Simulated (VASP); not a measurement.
# Ag (Fm-3m) in VASP: further runs, part 2 of 2

VASP 6.6.1.

## 3. Single point, PBE

This run uses another cell than the first one, of 17.84 Å³/atom, 1.020 times its volume.

File INCAR:

```
SYSTEM = Ag
ALGO = Normal
EDIFF = 1E-6
ENCUT = 520
GGA = PE
ISIF = 2
ISMEAR = -1
LASPH = .TRUE.
LCHARG = .TRUE.
LELF = .TRUE.
LREAL = .FALSE.
LVHAR = .TRUE.
LWAVE = .FALSE.
NBANDS = 12
NELM = 80
PREC = Accurate
SIGMA = 0.06122561905347299
```

File KPOINTS:

```
k-points
0
G
  23 23 23
  0 0 0
```

File POSCAR:

```
Ag
1.0
    0.0000000000      2.0738757445      2.0738757445
    2.0738757445      0.0000000000      2.0738757445
    2.0738757445      2.0738757445      0.0000000000
Ag
1
Direct
    0.0000000000      0.0000000000      0.0000000000
```

Potentials or basis: VASP PAW PBE potentials, release 64 (Ag).

Command:

```sh
$ cat potpaw_PBE.64/Ag/POTCAR > POTCAR
$ mpirun -np 1 vasp_std > vasp.out
```

OUTCAR:

```text
SYSTEM = Ag
   EDIFF = 1E-6
   ENCUT = 520
   GGA = PE
   ISIF = 2
   ISMEAR = -1
   LASPH = .TRUE.
   LREAL = .FALSE.
   NELM = 80
   PREC = Accurate

 ion  position               nearest neighbor table
   1  0.000  0.000  0.000-

  LATTYP: Found a face centered cubic cell.
 ALAT       =     4.1477514890

  Lattice vectors:

 A1 = (   0.0000000000,   2.0738757445,   2.0738757445)
 A2 = (   2.0738757445,   0.0000000000,   2.0738757445)
 A3 = (   2.0738757445,   2.0738757445,   0.0000000000)

Analysis of symmetry for initial positions (statically):
=====================================================================
 Subroutine PRICEL returns:
 Original cell was already a primitive cell.

 Routine SETGRP: Setting up the symmetry group for a
 face centered cubic supercell.

 Subroutine GETGRP returns: Found 48 space group operations
 (whereof 48 operations were pure point group operations)
 out of a pool of 48 trial point group operations.

The static configuration has the point symmetry O_h .

Analysis of symmetry for dynamics (positions and initial velocities):
=====================================================================
 Subroutine PRICEL returns:
 Original cell was already a primitive cell.

 Routine SETGRP: Setting up the symmetry group for a
 face centered cubic supercell.

 Subroutine GETGRP returns: Found 48 space group operations
 (whereof 48 operations were pure point group operations)
 out of a pool of 48 trial point group operations.

The dynamic configuration has the point symmetry O_h .

 Subroutine INISYM returns: Found 48 space group operations
 (whereof 48 operations are pure point group operations),
 and found     1 'primitive' translations

----------------------------------------------------------------------------------------

                                     Primitive cell

  volume of cell :      17.8393

  direct lattice vectors                    reciprocal lattice vectors
     0.000000000  2.073875745  2.073875745    -0.241094483  0.241094483  0.241094483
     2.073875745  0.000000000  2.073875745     0.241094483 -0.241094483  0.241094483
     2.073875745  2.073875745  0.000000000     0.241094483  0.241094483 -0.241094483

  length of vectors
     2.932903205  2.932903205  2.932903205     0.417587894  0.417587894  0.417587894

  position of ions in fractional coordinates (direct lattice)
     0.000000000  0.000000000  0.000000000

  ion indices of the primitive-cell ions
   primitive index   ion index
                 1           1

----------------------------------------------------------------------------------------

 KPOINTS: k-points

Automatic generation of k-mesh.
 Grid dimensions read from file:
 generate k-points for:   23   23   23

 Generating k-lattice:

  Cartesian coordinates                     Fractional coordinates (reciprocal lattice)
    -0.010482369  0.010482369  0.010482369     0.043478261  0.000000000  0.000000000
     0.010482369 -0.010482369  0.010482369     0.000000000  0.043478261  0.000000000
     0.010482369  0.010482369 -0.010482369     0.000000000  0.000000000  0.043478261

  Length of vectors
     0.018155995  0.018155995  0.018155995

  Shift w.r.t. Gamma in fractional coordinates (k-lattice)
     0.000000000  0.000000000  0.000000000

 Subroutine IBZKPT returns following result:
 ===========================================

 Found    364 irreducible k-points:

 Following reciprocal coordinates:
            Coordinates               Weight
  0.000000  0.000000  0.000000      1.000000
  0.043478  0.000000  0.000000      8.000000
  0.086957  0.000000  0.000000      8.000000
  0.130435  0.000000  0.000000      8.000000
  0.173913  0.000000  0.000000      8.000000
  0.217391  0.000000  0.000000      8.000000
[... 16 lines left out ...]
  0.478261  0.043478  0.000000     24.000000
 -0.478261  0.043478  0.000000     24.000000
 [... further k-points ...]
   k-points           NKPTS =    364   k-points in BZ     NKDIM =    364   number of bands    NBANDS=     12
   number of dos      NEDOS =    301   number of ions     NIONS =      1
   total plane-waves  NPLWV =  13824
   dimension x,y,z NGX =    24 NGY =   24 NGZ =   24
   dimension x,y,z NGXF=    48 NGYF=   48 NGZF=   48
   ions per type =               1
   NGX,Y,Z   is equivalent  to a cutoff of  13.60, 13.60, 13.60 a.u.
   NGXF,Y,Z  is equivalent  to a cutoff of  27.21, 27.21, 27.21 a.u.
 SYSTEM =  Ag
   PREC   = accura    normal or accurate (medium, high low for compatibility)
   ISTART =      0    job   : 0-new  1-cont  2-samecut
   ICHARG =      2    charge: 1-file 2-atom 10-const
   ISPIN  =      1    spin polarized calculation?
   LNONCOLLINEAR =      F non collinear calculations
   LSORBIT =      F    spin-orbit coupling
   LASPH  =      T    aspherical Exc in radial PAW
   ENCUT  =  520.0 eV  38.22 Ry    6.18 a.u.   5.45  5.45  5.45*2*pi/ulx,y,z
   NELM   =     80;   NELMIN=  2; NELMDL= -5     # of ELM steps
   EDIFF  = 0.1E-05   stopping-criterion for ELM
   LREAL  =      F    real-space projection
   EDIFFG = 0.1E-04   stopping-criterion for IOM
   NSW    =      0    number of steps for IOM
   IBRION =     -1    ionic relax: 0-MD 1-quasi-New 2-CG
   NFREE  =      0    steps in history (QN), initial steepest desc. (CG)
   ISIF   =      2    stress and relaxation
   ISYM   =      2    0-nonsym 1-usesym 2-fastsym
   POTIM  = 0.5000    time-step for ionic-motion
   TEBEG  =    0.0;   TEEND  =   0.0 temperature during run
   PSTRESS=    0.0 pullay stress
   NELECT =      11.0000    total number of electrons
   NUPDOWN=      -1.0000    fix difference up-down
   EMIN   =  10.00;   EMAX   =-10.00  energy-range for DOS
   EFERMI =   0.00;   METHOD = LEGACY
   ISMEAR =    -1;   SIGMA  =   0.06  broadening in eV -4-tet -1-fermi 0-gaus
   EFERMI_NEDOS =   21; number of points for ismear=-14 and -15
   IALGO  =     38    algorithm
   IMIX   =      4    mixing-type and parameters
     AMIX     =   0.40;   BMIX     =  1.00
     AMIX_MAG =   1.60;   BMIX_MAG =  1.00
  volume/ion in A,a.u.               =      17.84       120.39
  Fermi-wavevector in a.u.,A,eV,Ry     =   1.393412  2.633168 26.417045  1.941598
  Thomas-Fermi vector in A             =   2.517061
   LORBIT       =      0    0 simple, 1 ext, 2 COOP (PROOUT), +10 PAW based schemes
   GGA     = PE    functional components
   LHFCALC =     F    Hartree Fock is set to
   AEXX    =    0.0000 exact exchange contribution
   IVDW    =     0    specifies the selected vdW correction
   LEPSILON=     F    determine dielectric tensor
   LRPA    =     F    only Hartree local field effects (RPA)
 non-spin polarized calculation
  energy-cutoff  :      520.00
  volume of cell :       17.84
 maximum number of plane-waves:       531
 NGX is ok and might be reduce to    24
   NGX = 11   NGY = 11   NGZ = 11

 number of electron      11.0000000 magnetization

 Free energy of the ion-electron system (eV)
  ---------------------------------------------------
  ext. energy  EPLUGINS =         0.00000000
  ---------------------------------------------------
  free energy    TOTEN  =        -2.71791084 eV

  energy without entropy =       -2.71354722  energy(sigma->0) =       -2.71572903

 E-fermi :   7.8446     XC(G=0): -11.9416

 val. band max:        7.7985773261   @ k =  -0.3478   0.1739   0.0435
 cond. band min:       7.8576859238   @ k =  -0.4783   0.0870   0.0435
 fundamental gap:      0.0591085977
 Fermi energy:         7.8445631274

 k-point     1 :       0.0000    0.0000    0.0000
  band No.  band energies     occupation
      1       0.3760      2.00000
      2       3.1700      2.00000
      3       3.1700      2.00000
      4       3.1700      2.00000
      5       4.1237      2.00000
      6       4.1237      2.00000
      7      23.7367      0.00000
      8      27.0473      0.00000
      9      27.0473      0.00000
     10      27.0473      0.00000
     11      31.7473      0.00000
     12      32.6074      0.00000

 k-point     2 :       0.0435    0.0000    0.0000
  band No.  band energies     occupation
      1       0.4333      2.00000
      2       3.1572      2.00000
      3       3.1855      2.00000
      4       3.1855      2.00000
      5       4.1178      2.00000
      6       4.1178      2.00000
      7      23.7442      0.00000
      8      26.4960      0.00000
      9      27.0631      0.00000
     10      27.0631      0.00000
     11      31.8541      0.00000
     12      32.5561      0.00000
[... 316 lines left out ...]
 k-point    24 :      -0.4783    0.0435    0.0000
  band No.  band energies     occupation
      1       1.7292      2.00000
      2       3.1329      2.00000
      3       3.1759      2.00000
      4       4.7573      2.00000
      5       4.8494      2.00000
      6       7.6834      1.86582
      7      11.2036      0.00000
      8      22.9131      0.00000
      9      24.8008      0.00000
     10      25.0753      0.00000
     11      30.2070      0.00000
     12      30.3297      0.00000

 [... further k-points ...]
[... 5 lines left out ...]
  --------------------------------------------------------------------------------------
  -------------------------------------------------------------------------------------
  Total       -0.0071933     -0.0071933     -0.0071933      0.0000000      0.0000000      0.0000000
  in kB       -0.6460378     -0.6460378     -0.6460378      0.0000000      0.0000000      0.0000000
  external PRESSURE =      -0.6460378 kB  Pullay stress =       0.0000000 kB

 VOLUME and BASIS-vectors are now :
 -----------------------------------------------------------------------------
  energy-cutoff  :      520.00
  volume of cell :       17.84
      direct lattice vectors                 reciprocal lattice vectors
     0.000000000  2.073875745  2.073875745    -0.241094483  0.241094483  0.241094483
     2.073875745  0.000000000  2.073875745     0.241094483 -0.241094483  0.241094483
     2.073875745  2.073875745  0.000000000     0.241094483  0.241094483 -0.241094483

 POSITION                                       TOTAL-FORCE (eV/Angst)
 -----------------------------------------------------------------------------------
      0.00000      0.00000      0.00000        -0.000000      0.000000      0.000000
 -----------------------------------------------------------------------------------
    total drift:                               -0.000000      0.000000     -0.000000

  FREE ENERGIE OF THE ION-ELECTRON SYSTEM (eV)
  ---------------------------------------------------
  free  energy   TOTEN  =        -2.7179108406 eV

  energy  without entropy=       -2.7135472215  energy(sigma->0) =       -2.71572903
```

OSZICAR:

```text
N       E                     dE             d eps       ncg     rms          rms(c)
DAV:   1     0.519481129580E+02    0.51948E+02   -0.54684E+03  8800   0.821E+02
DAV:   2    -0.214704950517E+01   -0.54095E+02   -0.51128E+02 10108   0.192E+02
DAV:   3    -0.295721797214E+01   -0.81017E+00   -0.80967E+00 10296   0.250E+01
DAV:   4    -0.295981180293E+01   -0.25938E-02   -0.25937E-02 10084   0.147E+00
DAV:   5    -0.295983347038E+01   -0.21667E-04   -0.21667E-04 10416   0.120E-01    0.464E+00
DAV:   6    -0.272680911882E+01    0.23302E+00   -0.95051E-01  9508   0.866E+00    0.308E+00
DAV:   7    -0.272040695647E+01    0.64022E-02   -0.71913E-03 10112   0.820E-01    0.177E+00
DAV:   8    -0.271789746225E+01    0.25095E-02   -0.70324E-04  9848   0.205E-01    0.769E-02
DAV:   9    -0.271790577856E+01   -0.83163E-05   -0.89481E-06 10228   0.222E-02    0.248E-02
DAV:  10    -0.271791118932E+01   -0.54108E-05   -0.41069E-06  9916   0.192E-02    0.441E-03
DAV:  11    -0.271791084060E+01    0.34872E-06   -0.80109E-08  5412   0.239E-03
   1 F= -.27179108E+01 E0= -.27157290E+01  d E =-.436362E-02
```

stdout:

```text
POSCAR found type information on POSCAR Ag
 POSCAR found :  1 types and       1 ions
 scaLAPACK will be used
 LDA part: xc-table for (Slater+PW92), standard interpolation
 POSCAR, INCAR and KPOINTS ok, starting setup
 FFT: planning ... GRIDC
 FFT: planning ... GRID_SOFT
 FFT: planning ... GRID
 WAVECAR not read
 entering main loop
```

Run time: 24 s. Hardware: 1 thread of Intel Xeon Platinum 8559C (Emerald Rapids), shared host; peak memory 0.2 GiB.

Results:

* Free energy: -2.7179 eV
* Pressure: -0.1 GPa

## 4. Single point, PBE

This run uses another cell than the first one, of 17.84 Å³/atom, 1.020 times its volume.

File INCAR:

```
PREC = Accurate
ENCUT = 520
EDIFF = 1E-6
ISMEAR = -1
SIGMA = 0.06122561905347299
LREAL = F
LASPH = T
NELM = 60
ALGO = Normal
ISIF = 2
LWAVE = F
LCHARG = F
GGA = PE
NBANDS = 12
```

File KPOINTS:

```
regular mesh
0
Gamma
  23 23 23
```

POSCAR is that of step 3.

Command:

```sh
$ cat potpaw_PBE.64/Ag/POTCAR > POTCAR
$ mpirun -np 1 vasp_std > vasp.out
```

It took 26 s on 1 thread of Intel Xeon Platinum 8559C (Emerald Rapids), shared host; peak memory 0.2 GiB.

It converged, with:

```
Free energy : -2.7179 eV
Pressure    : -0.1 GPa
```

Levels at points of the mesh, in eV from the Fermi level:
```
           k point  band 2  band 3  band 4  band 5  band 6  band 7  band 8  band 9  band 10  band 11
(0.00, 0.00, 0.00)   -4.67   -4.67   -4.67   -3.72   -3.72   15.89   19.20   19.20    19.20    23.90
```
